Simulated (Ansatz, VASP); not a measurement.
## C in VASP and in Ansatz

The input INCAR:

```
SYSTEM = C
ALGO = Normal ; EDIFF = 1E-6
ENCUT = 520 ; GGA = PS
ISIF = 2 ; ISMEAR = 1
LASPH = .True. ; LCHARG = .False.
LREAL = .False. ; LWAVE = .False.
NBANDS = 16 ; NELM = 100
PREC = Accurate ; SIGMA = 0.1
```

The input KPOINTS:

```
k-points
0
Gamma
  13 13 4
  0 0 0
```

The input POSCAR:

```
C
1.0
    1.2280480000     -2.1270620000      0.0000000000
    1.2280480000      2.1270620000      0.0000000000
    0.0000000000      0.0000000000      7.1732680000
C
4
Direct
    0.0833790000      0.9166210000      0.7531380000
    0.5833790000      0.4166210000      0.2468620000
    0.9166210000      0.0833790000      0.2468620000
    0.4166210000      0.5833790000      0.7531380000
```

Input for Ansatz:

```yaml
crystal:
  lattice:
    - [1.228048, -2.127062, 0.0]
    - [1.228048, 2.127062, 0.0]
    - [0.0, 0.0, 7.173268]
  atoms:
    - { symbol: C, position: [0.08337899999999997, 0.916621, 0.753138] }
    - { symbol: C, position: [0.583379, 0.416621, 0.24686199999999997] }
    - { symbol: C, position: [0.916621, 0.08337899999999997, 0.24686199999999997] }
    - { symbol: C, position: [0.416621, 0.583379, 0.753138] }
kpoints:
  mp_grid:
    grid: [13, 13, 4]
hamiltonian:
  xc: pbesol
scf:
  occupations:
    method: cold
    width: 0.1
output:
  stress: true
```

Alike in both runs: task single point; functional PBEsol; k mesh 13 × 13 × 4; no spin polarisation.

|  | VASP | Ansatz |
| --- | --- | --- |
| version | VASP 6.6.1 | Ansatz 0.2.0 |
| potentials or method | VASP PAW PBE potentials, release 64 (C) | plane waves, PAW |
| plane-wave cutoff (eV) | 520 | 420 |
| occupations | methfessel-paxton of order 1, width 0.1 eV | cold, width 0.1 eV |
| valence electrons in the cell | 16 | 16 |

VASP gave:

| Quantity | Value |
| --- | --- |
| pressure (GPa) | 1.6 |
| traceless stress, the component that is largest in VASP (GPa) | -1.29 |

Task: Which values does Ansatz return?

Result: Pressure (GPa): 1.0; traceless stress, the component that is largest in VASP (GPa): -0.59.

VASP's potentials were made for PBE, not for PBEsol.
